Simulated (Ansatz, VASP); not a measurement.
Two plane-wave programs on Te2Mo

The input POSCAR:

```
Te2Mo
1.0
    3.5624185400      0.0000000000      0.0000000000
   -1.7812092700      3.0851449600      0.0000000000
    0.0000000000      0.0000000000     31.5632657400
Te Mo
6 3
Direct
    0.0000000000      0.0000000000      0.9432379200
    0.3333333300      0.6666666700      0.7110137800
    0.3333333300      0.6666666700      0.1755957500
    0.3333333300      0.6666666700      0.8244042500
    0.3333333300      0.6666666700      0.2889862200
    0.0000000000      0.0000000000      0.0567620800
    0.0000000000      0.0000000000      0.7676939900
    0.0000000000      0.0000000000      0.2323060100
    0.3333333300      0.6666666700      0.0000000000
```

Contents of INCAR.step1:

```
PREC     = Accurate       # precision mode
ENCUT    = 550            # plane-wave cutoff, eV
ISMEAR   = 0              # smearing method
SIGMA    = 0.1            # smearing width, eV
LREAL    = F              # projectors in reciprocal space
LASPH    = T              # aspherical terms in the spheres
NELM     = 120            # most SCF steps
NBANDS   = 49             # bands
GGA      = PE             # functional
ALGO     = Normal         # electronic algorithm
EDIFF    = 1E-5           # SCF threshold, eV
LWAVE    = T              # write WAVECAR
LCHARG   = F              # write CHGCAR
GGA_COMPAT= F
```

INCAR.step2

```
PREC     = Accurate       # precision mode
ENCUT    = 550            # plane-wave cutoff, eV
EDIFF    = 1E-6           # SCF threshold, eV
ISMEAR   = 0              # smearing method
SIGMA    = 0.1            # smearing width, eV
LREAL    = F              # projectors in reciprocal space
LASPH    = T              # aspherical terms in the spheres
NELM     = 120            # most SCF steps
ALGO     = Normal         # electronic algorithm
ISIF     = 2              # what is computed and relaxed
LWAVE    = F              # write WAVECAR
LCHARG   = F              # write CHGCAR
METAGGA  = R2SCAN         # meta-GGA
LMIXTAU  = T            
LUSE_VDW = T            
IVDW_NL  = 2            
BPARAM   = 11.95        
CPARAM   = 0.0093       
NBANDS   = 49             # bands
ISTART   = 1            
GGA_COMPAT= F
```

Contents of KPOINTS:

```
regular mesh
0
Gamma
  6 6 1
```

Input for Ansatz:

```yaml
crystal:
  lattice:
    - [3.56241854, 0.0, 0.0]
    - [-1.78120927, 3.08514496, 0.0]
    - [0.0, 0.0, 31.56326574]
  atoms:
    - { symbol: Te, position: [0.0, 0.0, 0.94323792] }
    - { symbol: Te, position: [0.33333333, 0.66666667, 0.71101378] }
    - { symbol: Te, position: [0.33333333, 0.66666667, 0.17559575] }
    - { symbol: Te, position: [0.33333333, 0.66666667, 0.82440425] }
    - { symbol: Te, position: [0.33333333, 0.66666667, 0.28898622] }
    - { symbol: Te, position: [0.0, 0.0, 0.05676208] }
    - { symbol: Mo, position: [0.0, 0.0, 0.76769399] }
    - { symbol: Mo, position: [0.0, 0.0, 0.23230601] }
    - { symbol: Mo, position: [0.33333333, 0.66666667, 0.0] }
basis:
  ecutwfc: 500
kpoints:
  mp_grid: { grid: [6, 6, 1] }
hamiltonian:
  xc: r2scan
  dispersion: rvv10
  pseudopotentials: { kind: paw, azcp: { folder: soft_1 } }
scf:
  occupations: { method: gaussian, width: 0.1 }
output:
  forces: true
  stress: true
  eigenvalues: true
```

Alike in both runs: task single point; functional r2SCAN; dispersion rVV10; k mesh 6 × 6 × 1; occupations gaussian, width 0.1 eV; no spin polarisation.

```csv
,VASP,Ansatz
version,VASP 6.6.1,Ansatz 0.2.0
potentials or method,"VASP PAW PBE potentials, release 64 (Te, Mo_sv), cutoff 550 eV","scalar-relativistic, plane waves, PAW"
valence electrons in the cell,78,138
```

Ansatz gave:

- gap on the k mesh at the Fermi level (eV): 1.08
- least direct gap on the mesh (eV): 1.08
- rms of the force components (eV/Å): 0.016

Question: What did VASP give for the same quantities?

Answer: gap on the k mesh at the Fermi level (eV): 1.08; least direct gap on the mesh (eV): 1.08; rms of the force components (eV/Å): 0.027.

VASP's potentials were made for PBE, not for r2SCAN. Atom by atom the forces differ by 0.025 eV/Å (rms over components). VASP's potentials hold 78 valence electrons a cell and Ansatz's 138, so a difference there can come from the potentials and not from the codes.

Spin-orbit coupling is off throughout.
